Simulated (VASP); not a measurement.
# S (R-3m) in VASP: relaxation of cell and atoms with r2SCAN

Aim: the relaxation of cell and atoms of S with r2SCAN.

All numbers are computed with VASP 6.6.1; they aren't measurements. Logs are shortened: lines on timing, memory, paths and dates and some standing lists are left out, and cuts for length are marked.

**1. The cell of the first run**

Symmetry: R-3m, No. 166, trigonal system. Conventional cell: a = 4.162 Å, b = 4.162 Å, c = 11.578 Å, α = 90.00°, β = 90.00°, γ = 120.00°. Within 3.7 Å of S (site symmetry 3m) lie 6 S at 2.79 to 3.43 Å.

**2. Relaxation of cell and atoms, r2SCAN**

POSCAR reads:

```
S
1.0
    2.0811871024      1.2015739338      3.8593119614
   -2.0811871024      1.2015739338      3.8593119614
    0.0000000000     -2.4031478676      3.8593119614
S
2
Direct
    0.2275400000      0.2275400000      0.2275400000
    0.7724600000      0.7724600000      0.7724600000
```

INCAR.step1 reads:

```
PREC     = Accurate       # precision mode
ENCUT    = 600            # plane-wave cutoff, eV
ISMEAR   = 0              # smearing method
SIGMA    = 0.1            # smearing width, eV
LREAL    = F              # projectors in reciprocal space
LASPH    = T              # aspherical terms in the spheres
NELM     = 80             # most SCF steps
GGA      = PE             # functional
ALGO     = Normal         # electronic algorithm
EDIFF    = 1E-4           # SCF threshold, eV
LWAVE    = T              # write WAVECAR
LCHARG   = F              # write CHGCAR
```

INCAR.step2 reads:

```
PREC     = Accurate       # precision mode
ENCUT    = 600            # plane-wave cutoff, eV
EDIFF    = 1E-6           # SCF threshold, eV
ISMEAR   = 0              # smearing method
SIGMA    = 0.1            # smearing width, eV
LREAL    = F              # projectors in reciprocal space
LASPH    = T              # aspherical terms in the spheres
NELM     = 80             # most SCF steps
ALGO     = Normal         # electronic algorithm
ISIF     = 3              # what is computed and relaxed
LWAVE    = F              # write WAVECAR
LCHARG   = F              # write CHGCAR
METAGGA  = R2SCAN         # meta-GGA
LMIXTAU  = T            
IBRION   = 2              # ionic algorithm
NSW      = 90             # ionic steps
EDIFFG   = -0.04          # ionic threshold
ISTART   = 1
```

KPOINTS reads:

```
regular mesh
0
Gamma
  6 6 6
```

Potentials or basis: VASP PAW PBE potentials, release 64 (S).

On the command line:

```bash
cat potpaw_PBE.64/S/POTCAR > POTCAR
cp INCAR.step1 INCAR
mpirun -np 1 vasp_std > vasp.out
cp INCAR.step2 INCAR
mpirun -np 1 vasp_std > vasp.out
```

OUTCAR:

```text
PREC = Accurate
   ENCUT = 600
   EDIFF = 1E-6
   ISMEAR = 0
   LREAL = F
   LASPH = T
   NELM = 80
   ISIF = 3
   METAGGA = R2SCAN
   IBRION = 2
   NSW = 90
   EDIFFG = -0.04
   ISTART = 1

 ion  position               nearest neighbor table
   1  0.228  0.228  0.228-   2 2.79   2 2.79   2 2.79
   2  0.772  0.772  0.772-   1 2.79   1 2.79   1 2.79

  LATTYP: Found a trigonal (rhomboedric) cell.
 ALAT       =     4.5463621159
 COS(alpha) =     0.5808936905

  Lattice vectors:

 A1 = (   2.0811871024,   1.2015739338,   3.8593119614)
 A2 = (  -2.0811871024,   1.2015739338,   3.8593119614)
 A3 = (   0.0000000000,  -2.4031478676,   3.8593119614)

Analysis of symmetry for initial positions (statically):
=====================================================================
 Subroutine PRICEL returns:
 Original cell was already a primitive cell.

 Routine SETGRP: Setting up the symmetry group for a
 trigonal (rhombohedral) supercell.

 Subroutine GETGRP returns: Found 12 space group operations
 (whereof 12 operations were pure point group operations)
 out of a pool of 12 trial point group operations.

The static configuration has the point symmetry D_3d.

Analysis of symmetry for dynamics (positions and initial velocities):
=====================================================================
 Subroutine PRICEL returns:
 Original cell was already a primitive cell.

 Routine SETGRP: Setting up the symmetry group for a
 trigonal (rhombohedral) supercell.

 Subroutine GETGRP returns: Found 12 space group operations
 (whereof 12 operations were pure point group operations)
 out of a pool of 12 trial point group operations.

The dynamic configuration has the point symmetry D_3d.

 Subroutine INISYM returns: Found 12 space group operations
 (whereof 12 operations are pure point group operations),
 and found     1 'primitive' translations

----------------------------------------------------------------------------------------

                                     Primitive cell

  volume of cell :      57.9059

  direct lattice vectors                    reciprocal lattice vectors
     2.081187102  1.201573934  3.859311961     0.240247501  0.138706959  0.086371181
    -2.081187102  1.201573934  3.859311961    -0.240247501  0.138706959  0.086371181
     0.000000000 -2.403147868  3.859311961     0.000000000 -0.277413918  0.086371181

  length of vectors
     4.546362116  4.546362116  4.546362116     0.290548556  0.290548556  0.290548556

  position of ions in fractional coordinates (direct lattice)
     0.227540000  0.227540000  0.227540000
     0.772460000  0.772460000  0.772460000

  ion indices of the primitive-cell ions
   primitive index   ion index
                 1           1
                 2           2

----------------------------------------------------------------------------------------

 KPOINTS: regular mesh

Automatic generation of k-mesh.
 Grid dimensions read from file:
 generate k-points for:    6    6    6

 Generating k-lattice:

  Cartesian coordinates                     Fractional coordinates (reciprocal lattice)
     0.040041250  0.023117827  0.014395197     0.166666667 -0.000000000 -0.000000000
    -0.040041250  0.023117827  0.014395197    -0.000000000  0.166666667 -0.000000000
     0.000000000 -0.046235653  0.014395197    -0.000000000 -0.000000000  0.166666667

  Length of vectors
     0.048424759  0.048424759  0.048424759

  Shift w.r.t. Gamma in fractional coordinates (k-lattice)
     0.000000000  0.000000000  0.000000000

 Subroutine IBZKPT returns following result:
 ===========================================

 Found     32 irreducible k-points:

 Following reciprocal coordinates:
            Coordinates               Weight
  0.000000  0.000000  0.000000      1.000000
  0.166667  0.000000  0.000000      6.000000
  0.333333  0.000000  0.000000      6.000000
  0.500000 -0.000000  0.000000      3.000000
  0.166667  0.166667  0.000000      6.000000
  0.333333  0.166667  0.000000     12.000000
[... 16 lines left out ...]
  0.500000  0.500000  0.166667      6.000000
 -0.333333  0.500000  0.166667     12.000000
 [... further k-points ...]
   k-points           NKPTS =     32   k-points in BZ     NKDIM =     32   number of bands    NBANDS=     10
   number of dos      NEDOS =    301   number of ions     NIONS =      2
   total plane-waves  NPLWV =  46656
   dimension x,y,z NGX =    36 NGY =   36 NGZ =   36
   dimension x,y,z NGXF=    72 NGYF=   72 NGZF=   72
   ions per type =               2
   NGX,Y,Z   is equivalent  to a cutoff of  13.16, 13.16, 13.16 a.u.
   NGXF,Y,Z  is equivalent  to a cutoff of  26.33, 26.33, 26.33 a.u.
 SYSTEM =  unknown system
   PREC   = accura    normal or accurate (medium, high low for compatibility)
   ISTART =      1    job   : 0-new  1-cont  2-samecut
   ICHARG =      0    charge: 1-file 2-atom 10-const
   ISPIN  =      1    spin polarized calculation?
   LNONCOLLINEAR =      F non collinear calculations
   LSORBIT =      F    spin-orbit coupling
   LASPH  =      T    aspherical Exc in radial PAW
   ENCUT  =  600.0 eV  44.10 Ry    6.64 a.u.   9.08  9.08  9.08*2*pi/ulx,y,z
   NELM   =     80;   NELMIN=  2; NELMDL=  0     # of ELM steps
   EDIFF  = 0.1E-05   stopping-criterion for ELM
   LREAL  =      F    real-space projection
   EDIFFG = -.4E-01   stopping-criterion for IOM
   NSW    =     90    number of steps for IOM
   IBRION =      2    ionic relax: 0-MD 1-quasi-New 2-CG
   NFREE  =      1    steps in history (QN), initial steepest desc. (CG)
   ISIF   =      3    stress and relaxation
   ISYM   =      2    0-nonsym 1-usesym 2-fastsym
   POTIM  = 0.5000    time-step for ionic-motion
   TEBEG  =    0.0;   TEEND  =   0.0 temperature during run
   PSTRESS=    0.0 pullay stress
   NELECT =      12.0000    total number of electrons
   NUPDOWN=      -1.0000    fix difference up-down
   EMIN   =  10.00;   EMAX   =-10.00  energy-range for DOS
   EFERMI =   0.00;   METHOD = LEGACY
   ISMEAR =     0;   SIGMA  =   0.10  broadening in eV -4-tet -1-fermi 0-gaus
   EFERMI_NEDOS =   21; number of points for ismear=-14 and -15
   IALGO  =     38    algorithm
   IMIX   =      4    mixing-type and parameters
     AMIX     =   0.40;   BMIX     =  1.00
     AMIX_MAG =   1.60;   BMIX_MAG =  1.00
  volume/ion in A,a.u.               =      28.95       195.38
  Fermi-wavevector in a.u.,A,eV,Ry     =   0.968786  1.830739 12.769686  0.938545
  Thomas-Fermi vector in A             =   2.098784
   LORBIT       =      0    0 simple, 1 ext, 2 COOP (PROOUT), +10 PAW based schemes
   METAGGA = R2SCAN    functional components
   LHFCALC =     F    Hartree Fock is set to
   AEXX    =    0.0000 exact exchange contribution
   IVDW    =     0    specifies the selected vdW correction
   LEPSILON=     F    determine dielectric tensor
   LRPA    =     F    only Hartree local field effects (RPA)
 conjugate gradient relaxation of ions
 non-spin polarized calculation
 Gauss-broadening in eV      SIGMA  =   0.10
  energy-cutoff  :      600.00
  volume of cell :       57.91
 maximum number of plane-waves:      1948
   NGX = 19   NGY = 19   NGZ = 19

--------------------------------------- Ionic step        1  -------------------------------------------

 number of electron      12.0000001 magnetization

 Free energy of the ion-electron system (eV)
  ---------------------------------------------------
  ext. energy  EPLUGINS =         0.00000000
  ---------------------------------------------------
  free energy    TOTEN  =       -12.94910516 eV

  energy without entropy =      -12.93732402  energy(sigma->0) =      -12.94321459

 E-fermi :   1.0683     XC(G=0):  -8.6695

 val. band max:        1.0421843517   @ k =   0.3333   0.0000   0.0000
 cond. band min:       1.1005198807   @ k =  -0.3333   0.5000   0.1667
 fundamental gap:      0.0583355289
 Fermi energy:         1.0683432074

 k-point     1 :       0.0000    0.0000    0.0000
  band No.  band energies     occupation
      1     -13.1686      2.00000
      2      -9.4926      2.00000
      3      -1.4738      2.00000
      4      -1.4738      2.00000
      5      -1.4098      2.00000
      6       1.1361      0.33806
      7       1.4867      0.00000
      8       1.4867      0.00000
      9       8.5161      0.00000
     10       9.2440      0.00000
[... 721 lines left out ...]
  FREE ENERGIE OF THE ION-ELECTRON SYSTEM (eV)
  ---------------------------------------------------
  free  energy   TOTEN  =       -13.9977801391 eV

  energy  without entropy=      -13.9898504103  energy(sigma->0) =      -13.99381527

[... ionic steps 4 to 22 ...]

--------------------------------------- Ionic step       23  -------------------------------------------

 number of electron      12.0000000 magnetization

------------------------ aborting loop because EDIFF is reached ----------------------------------------

  FORCE on cell =-STRESS in cart. coord.  units (eV):
  Direction    XX          YY          ZZ          XY          YZ          ZX
  --------------------------------------------------------------------------------------
  -------------------------------------------------------------------------------------
  Total        0.0183301      0.0183301      0.0293508     -0.0000000     -0.0000000      0.0000000
  in kB        0.8639198      0.8639198      1.3833376     -0.0000000     -0.0000000      0.0000000
  external PRESSURE =       1.0370591 kB  Pullay stress =       0.0000000 kB
[... 57 lines left out ...]
  energy  without entropy=      -14.6791878957  energy(sigma->0) =      -14.68161831

--------------------------------------- Ionic step       25  -------------------------------------------

 number of electron      12.0000000 magnetization

 Free energy of the ion-electron system (eV)
  ---------------------------------------------------
  ext. energy  EPLUGINS =         0.00000000
  ---------------------------------------------------
  free energy    TOTEN  =       -14.68411862 eV

  energy without entropy =      -14.67925495  energy(sigma->0) =      -14.68168679

 E-fermi :   7.0997     XC(G=0): -11.2418

 val. band max:        6.6894019080   @ k =  -0.1667   0.1667   0.1667
 cond. band min:       7.1287284428   @ k =  -0.3333   0.3333   0.3333
 fundamental gap:      0.4393265348
 Fermi energy:         7.0997284302

 k-point     1 :       0.0000    0.0000    0.0000
  band No.  band energies     occupation
      1     -10.9013      2.00000
      2      -1.8108      2.00000
      3       2.9162      2.00000
      4       2.9162      2.00000
      5       2.9343      2.00000
      6       8.6079      0.00000
      7       8.6178      0.00000
      8       8.6178      0.00000
      9      13.1520      0.00000
     10      13.1520      0.00000
[... 328 lines left out ...]
  FREE ENERGIE OF THE ION-ELECTRON SYSTEM (eV)
  ---------------------------------------------------
  free  energy   TOTEN  =       -14.6841186208 eV

  energy  without entropy=      -14.6792549499  energy(sigma->0) =      -14.68168679

 reached required accuracy - stopping structural energy minimisation
```

It took 15 min on 1 thread of Intel Xeon 6975P-C (Granite Rapids), shared host; peak memory 0.21 GiB.

Results:

```yaml
Free_energy: -14.6841 eV
Relaxed_volume: 17.01 Å³/atom
Relaxed_cell: a = 3.635 Å, b = 3.635 Å, c = 3.635 Å, α = 60.06°, β = 60.06°, γ = 60.06°
Space_group_after_relaxing_to_0.1_Å: Pm-3m (No. 221)
Energy_gained_by_relaxing: 867.5 meV/atom
Ionic_steps: 25
Pressure_after_relaxing: 0.0 GPa
Largest_force_after_relaxing: 0.025 eV/Å
Band_gap_on_the_k_mesh: zero (bands 6 and 7 overlap by 4.66 eV)
```

Forces on the atoms (eV/Å):
```
S    0.000  0.000 -0.025
S    0.000  0.000  0.025
```

Step by step:
| step | energy change (eV) | largest force (eV/Å) | pressure (GPa) | volume (Å³) |
| --- | --- | --- | --- | --- |
| 1 | 0.0000 | 0.8413 | -12.10 | 57.91 |
| 2 | -1.0247 | 0.3669 | -3.40 | 41.44 |
| 3 | -1.0487 | 0.5944 | -0.46 | 39.58 |
| 4 | -1.2159 | 1.0357 | -1.01 | 38.18 |
| 5 | -1.4900 | 0.9307 | 0.30 | 35.05 |
| 6 | -0.9471 | 0.1876 | 17.04 | 27.67 |
| 7 | -1.4747 | 0.8142 | 2.70 | 33.79 |
| 8 | -1.4801 | 0.8366 | 3.51 | 32.58 |
| 9 | -1.5415 | 0.2184 | -4.46 | 34.55 |
| 10 | -1.5509 | 0.4024 | -2.78 | 34.03 |
| 11 | -1.6100 | 0.2124 | 0.53 | 32.79 |
| 12 | -1.6107 | 0.1372 | 0.14 | 32.91 |
| 13 | -1.6475 | 0.1530 | 1.16 | 32.87 |
| 14 | -1.6799 | 0.1351 | 3.03 | 32.73 |
| 15 | -1.7014 | 0.1186 | 6.01 | 32.18 |
| 16 | -1.7157 | 0.0756 | 4.15 | 32.69 |
| 17 | -1.7193 | 0.0096 | 1.41 | 33.52 |
| 18 | -1.7208 | 0.0313 | 2.31 | 33.23 |
| 19 | -1.7252 | 0.0334 | 1.93 | 33.36 |
| 20 | -1.7334 | 0.0389 | 0.80 | 33.75 |
| 21 | -1.7298 | 0.0423 | -1.13 | 34.48 |
| 22 | -1.7348 | 0.0424 | -0.08 | 34.06 |
| 23 | -1.7349 | 0.0417 | 0.10 | 33.99 |
| 24 | -1.7349 | 0.0419 | 0.05 | 34.01 |
| 25 | -1.7350 | 0.0254 | 0.05 | 34.02 |

Final structure:
```
S
1.0
     1.81940    1.05043    2.96675
    -1.81940    1.05043    2.96675
     0.00000   -2.10087    2.96675
S
2
Direct
  0.25016 0.25016 0.25016
  0.74984 0.74984 0.74984
```

Caveat: the volume moved by over 15 % at a fixed basis, so the end points are rough; the PAW data sets were made with another functional, which shifts forces and pressure a little.

The gap in the log of VASP goes by the Fermi energy; the results here count the filled bands.